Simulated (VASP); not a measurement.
# ErO (F-43m) in VASP: further runs, part 2 of 2

VASP 6.6.1.

### 6 Relaxation of cell and atoms, PBE

INCAR

```
PREC = Accurate ; ENCUT = 600
EDIFF = 1E-7 ; ISMEAR = 0
SIGMA = 0.1 ; LREAL = F
LASPH = T ; NELM = 200
ALGO = Normal ; ISIF = 3
LWAVE = F ; LCHARG = F
GGA = PE ; IBRION = 2
NSW = 100 ; EDIFFG = -0.01
GGA_COMPAT = F ; NELMIN = 4
LMAXMIX = 6
```

KPOINTS

```
regular mesh
0
Gamma
  18 18 18
```

POSCAR

```
ErO
1.0
    0.0000000000      2.5984465224      2.5984465224
    2.5984465224      0.0000000000      2.5984465224
    2.5984465224      2.5984465224      0.0000000000
Er O
1 1
Direct
    0.2500000000      0.2500000000      0.2500000000
    0.0000000000      0.0000000000      0.0000000000
```

Potentials or basis: VASP PAW PBE potentials, release 64 (Er_3, O), 4f in core.

Launch:

```console
$ cat potpaw_PBE.64/Er_3/POTCAR potpaw_PBE.64/O/POTCAR > POTCAR
$ mpirun -np 1 vasp_std > vasp.out
```

OUTCAR:

```text
PREC = Accurate
   ENCUT = 600
   EDIFF = 1E-7
   ISMEAR = 0
   LREAL = F
   LASPH = T
   NELM = 200
   ISIF = 3
   GGA = PE
   IBRION = 2
   NSW = 100
   EDIFFG = -0.01
   NELMIN = 4

 ion  position               nearest neighbor table
   1  0.250  0.250  0.250-   2 2.25   2 2.25   2 2.25   2 2.25
   2  0.000  0.000  0.000-   1 2.25   1 2.25   1 2.25   1 2.25

  LATTYP: Found a face centered cubic cell.
 ALAT       =     5.1968930448

  Lattice vectors:

 A1 = (   0.0000000000,   2.5984465224,   2.5984465224)
 A2 = (   2.5984465224,   0.0000000000,   2.5984465224)
 A3 = (   2.5984465224,   2.5984465224,   0.0000000000)

Analysis of symmetry for initial positions (statically):
=====================================================================
 Subroutine PRICEL returns:
 Original cell was already a primitive cell.

 Routine SETGRP: Setting up the symmetry group for a
 face centered cubic supercell.

 Subroutine GETGRP returns: Found 24 space group operations
 (whereof 24 operations were pure point group operations)
 out of a pool of 48 trial point group operations.

The static configuration has the point symmetry T_d .

Analysis of symmetry for dynamics (positions and initial velocities):
=====================================================================
 Subroutine PRICEL returns:
 Original cell was already a primitive cell.

 Routine SETGRP: Setting up the symmetry group for a
 face centered cubic supercell.

 Subroutine GETGRP returns: Found 24 space group operations
 (whereof 24 operations were pure point group operations)
 out of a pool of 48 trial point group operations.

The dynamic configuration has the point symmetry T_d .

 Subroutine INISYM returns: Found 24 space group operations
[... 126 lines left out ...]
   LEPSILON=     F    determine dielectric tensor
   LRPA    =     F    only Hartree local field effects (RPA)
 conjugate gradient relaxation of ions
 non-spin polarized calculation
 Gauss-broadening in eV      SIGMA  =   0.10
  energy-cutoff  :      600.00
  volume of cell :       35.09
 maximum number of plane-waves:      1211
 NGX is ok and might be reduce to    30
   NGX = 15   NGY = 15   NGZ = 15

--------------------------------------- Ionic step        1  -------------------------------------------

 number of electron      15.0000001 magnetization

 Free energy of the ion-electron system (eV)
  ---------------------------------------------------
  ext. energy  EPLUGINS =         0.00000000
  ---------------------------------------------------
  free energy    TOTEN  =       -14.87077220 eV

  energy without entropy =      -14.86319671  energy(sigma->0) =      -14.86698446

------------------------ aborting loop because EDIFF is reached ----------------------------------------

  FORCE on cell =-STRESS in cart. coord.  units (eV):
  Direction    XX          YY          ZZ          XY          YZ          ZX
  --------------------------------------------------------------------------------------
  -------------------------------------------------------------------------------------
  Total        0.3442511      0.3442511      0.3442511      0.0000000     -0.0000000      0.0000000
  in kB       15.7186259     15.7186259     15.7186259      0.0000000     -0.0000000      0.0000000
  external PRESSURE =      15.7186259 kB  Pullay stress =       0.0000000 kB
[... 59 lines left out ...]
--------------------------------------- Ionic step        3  -------------------------------------------

 number of electron      15.0000002 magnetization

 Free energy of the ion-electron system (eV)
  ---------------------------------------------------
  ext. energy  EPLUGINS =         0.00000000
  ---------------------------------------------------
  free energy    TOTEN  =       -14.87314679 eV

  energy without entropy =      -14.86544288  energy(sigma->0) =      -14.86929484

 E-fermi :   4.4868     XC(G=0): -10.2378

 val. band max:        4.4847595357   @ k =  -0.3333   0.2778   0.1111
 cond. band min:       4.4899595647   @ k =  -0.4444   0.3333   0.1667
 fundamental gap:      0.0052000291
 Fermi energy:         4.4867750603

 k-point     1 :       0.0000    0.0000    0.0000
  band No.  band energies     occupation
      1     -20.5767      2.00000
      2     -20.5767      2.00000
      3     -20.5767      2.00000
      4     -15.5736      2.00000
      5      -1.6031      2.00000
      6      -1.6031      2.00000
      7      -1.6031      2.00000
      8       2.1995      2.00000
      9       7.6433      0.00000
     10       7.6433      0.00000
     11       9.7187      0.00000
[... 309 lines left out ...]
 k-point    24 :      -0.2222    0.0556    0.0000
  band No.  band energies     occupation
      1     -20.9633      2.00000
      2     -20.6279      2.00000
      3     -20.6054      2.00000
      4     -15.1696      2.00000
      5      -1.8805      2.00000
      6      -1.4055      2.00000
      7      -1.3598      2.00000
      8       4.0631      2.00000
      9       6.8533      0.00000
     10       7.2598      0.00000
     11       8.8362      0.00000

 [... further k-points ...]
[... 5 lines left out ...]
  --------------------------------------------------------------------------------------
  -------------------------------------------------------------------------------------
  Total       -0.0023412     -0.0023412     -0.0023412      0.0000000      0.0000000      0.0000000
  in kB       -0.1054293     -0.1054293     -0.1054293      0.0000000      0.0000000      0.0000000
  external PRESSURE =      -0.1054293 kB  Pullay stress =       0.0000000 kB
[... 17 lines left out ...]
  FREE ENERGIE OF THE ION-ELECTRON SYSTEM (eV)
  ---------------------------------------------------
  free  energy   TOTEN  =       -14.8731467935 eV

  energy  without entropy=      -14.8654428785  energy(sigma->0) =      -14.86929484

 reached required accuracy - stopping structural energy minimisation
```

OSZICAR:

```text
N       E                     dE             d eps       ncg     rms          rms(c)
DAV:   1     0.518207598738E+02    0.51821E+02   -0.73399E+03  6486   0.152E+03
DAV:   2    -0.128568084365E+02   -0.64678E+02   -0.60513E+02  7810   0.411E+02
DAV:   3    -0.168849970714E+02   -0.40282E+01   -0.39598E+01  6976   0.774E+01
DAV:   4    -0.169382604349E+02   -0.53263E-01   -0.52084E-01  6877   0.642E+00
[... 26 lines left out ...]
DAV:   4    -0.148731418717E+02    0.48641E-03   -0.15052E-03  6888   0.750E-01    0.972E-02
DAV:   5    -0.148731506657E+02   -0.87940E-05   -0.87112E-05  6277   0.902E-02    0.195E-02
DAV:   6    -0.148731471438E+02    0.35219E-05   -0.12319E-05  7066   0.496E-02    0.537E-03
DAV:   7    -0.148731468593E+02    0.28448E-06   -0.60216E-07  6788   0.125E-02    0.898E-04
DAV:   8    -0.148731467935E+02    0.65772E-07   -0.27878E-08  3327   0.199E-03
   3 F= -.14873147E+02 E0= -.14869295E+02  d E =-.237459E-02
```

CONTCAR:

```text
ErO
   1.00000000000000
    -0.0000000000000000    2.6104822770477800    2.6104822770477800
     2.6104822770477800   -0.0000000000000000    2.6104822770477800
     2.6104822770477800    2.6104822770477800    0.0000000000000000
  Er              O
     1     1
Direct
     0.2500000000000000    0.2500000000000000    0.2500000000000000
     0.0000000000000000    0.0000000000000000    0.0000000000000000

  0.00000000E+00  0.00000000E+00  0.00000000E+00
  0.00000000E+00  0.00000000E+00  0.00000000E+00
```

Run time: 1.9 min. Hardware: 1 thread of Intel Xeon 6975P-C (Granite Rapids), shared host; peak memory 0.26 GiB.

Results:

- Free energy: -14.8731 eV
- Relaxed volume: 17.79 Å³/atom
- Relaxed cell: a = 3.692 Å, b = 3.692 Å, c = 3.692 Å, α = 60.00°, β = 60.00°, γ = 60.00°
- Space group after relaxing (to 0.1 Å): F-43m (No. 216)
- Energy gained by relaxing: 1.2 meV/atom
- Ionic steps: 3
- Pressure after relaxing: 0.0 GPa
- Band gap on the k mesh: zero (an odd number of electrons rules out a gap without spin polarisation)

Step by step:
| step | energy change (eV) | largest force (eV/Å) | pressure (GPa) | volume (Å³) |
| --- | --- | --- | --- | --- |
| 1 | 0.0000 | 0.0000 | 1.57 | 35.09 |
| 2 | -0.0009 | 0.0000 | -1.19 | 35.97 |
| 3 | -0.0024 | 0.0000 | -0.01 | 35.58 |

Final structure:
```cif
data_structure
_symmetry_space_group_name_H-M 'P 1'
_symmetry_Int_Tables_number 1
_cell_length_a 3.6918
_cell_length_b 3.6918
_cell_length_c 3.6918
_cell_angle_alpha 60.000
_cell_angle_beta 60.000
_cell_angle_gamma 60.000
_cell_volume 35.58
loop_
_atom_site_label
_atom_site_type_symbol
_atom_site_fract_x
_atom_site_fract_y
_atom_site_fract_z
_atom_site_occupancy
Er1 Er 0.25000 0.25000 0.25000 1
O1 O 0.00000 0.00000 0.00000 1
```

Levels at points of the mesh, in eV from the Fermi level:
```
           k point  band 4  band 5  band 6  band 7  band 8  band 9  band 10  band 11
(0.00, 0.00, 0.00)  -20.06   -6.09   -6.09   -6.09   -2.29    3.16     3.16     5.23
(0.50, 0.00, 0.00)  -19.33   -6.04   -5.69   -5.69    0.67    2.97     2.97     3.16
(0.50, 0.50, 0.00)  -19.09   -6.85   -5.02   -5.02   -0.43    1.32     4.86     5.35
```

Caveat: spin-orbit coupling is left out, which moves the levels of the heavy elements; the 4f electrons are frozen in the core, so they carry no moment and show no levels; an odd number of electrons without spin polarisation forces a metal; a magnetic or distorted state may lie lower; the run has no spin polarisation, though such a crystal can be magnetic. With open d or f shells a metallic result of PBE can be an artefact of self-interaction; +U or a hybrid may open a gap.

### 7 The runs side by side

```tsv
task	cell	k mesh	gap on the mesh (eV)	pressure (GPa)	relaxed volume (Å³/atom)
single point	a = 3.675 Å, angles 60.0°, 2 atoms	6 × 6 × 6	none	1.4	-
single point	a = 3.838 Å, angles 60.0°, 2 atoms	6 × 6 × 6	none	-10.5	-
relaxation of cell and atoms	relaxed from a = 3.838 Å, angles 60.0°, 2 atoms	6 × 6 × 6	none	-0.1	17.76
single point	a = 3.677 Å, angles 60.0°, 2 atoms	18 × 18 × 18	none	1.4	-
relaxation of cell and atoms	relaxed from a = 3.675 Å, angles 60.0°, 2 atoms	18 × 18 × 18	none	0.0	17.79
```

Alike in all rows: level PBE; potentials or basis VASP PAW PBE potentials, release 64 (Er_3, O), 4f in core; no spin polarisation; cutoff (eV) 600; smearing gaussian 0.1 eV.

Caveats: spin-orbit coupling is left out, which moves the levels of the heavy elements; the 4f electrons are frozen in the core, so they carry no moment and show no levels; an odd number of electrons without spin polarisation forces a metal; a magnetic or distorted state may lie lower; the run has no spin polarisation, though such a crystal can be magnetic; the cell stands under tension (at least some runs).

Total energies depend on the potentials used, so only differences within one code and one set of settings carry meaning.
